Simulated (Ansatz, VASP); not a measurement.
# Mg2CdSe3 in VASP and in Ansatz

```
CELL_PARAMETERS angstrom
4.28956 0.00000 0.00000
-2.14478 3.71487 0.00000
0.00000 0.00000 10.46810
ATOMIC_POSITIONS crystal
Mg 0.66667 0.33333 0.33502
Mg 0.33333 0.66667 0.66240
Cd 0.00000 0.00000 0.00191
Se 0.00000 0.00000 0.25762
Se 0.66667 0.33333 0.58318
Se 0.33333 0.66667 0.90987
```

Alike in both runs: functional PBE; k mesh 6 × 6 × 2; occupations gaussian, width 0.1 eV; no spin polarisation.

Ansatz relaxed the structure, and its values are those at the end. VASP's run is a single point on that final structure, the one shown.

```csv
,VASP,Ansatz
version,VASP 6.6.1,Ansatz 0.2.0
potentials or method,"VASP PAW PBE potentials, release 64 (Mg, Cd, Se), cutoff 520 eV","scalar-relativistic, plane waves, PAW"
valence electrons in the cell,34,88
```

Ansatz gave:

| Property | Result |
| --- | --- |
| gap on the k mesh at the Fermi level (eV) | 1.50 |
| least direct gap on the mesh (eV) | 1.50 |
| pressure (GPa) | 0.1 |
| rms of the force components (eV/Å) | 0.009 |

Task: What did VASP give for the same quantities?

Result: gap on the k mesh at the Fermi level (eV): 1.50; least direct gap on the mesh (eV): 1.50; pressure (GPa): 0.1; rms of the force components (eV/Å): 0.015.

With one functional, cell and mesh, what is left measures potentials, basis and numerics. VASP's potentials hold 34 valence electrons a cell and Ansatz's 88, so a difference there can come from the potentials and not from the codes.
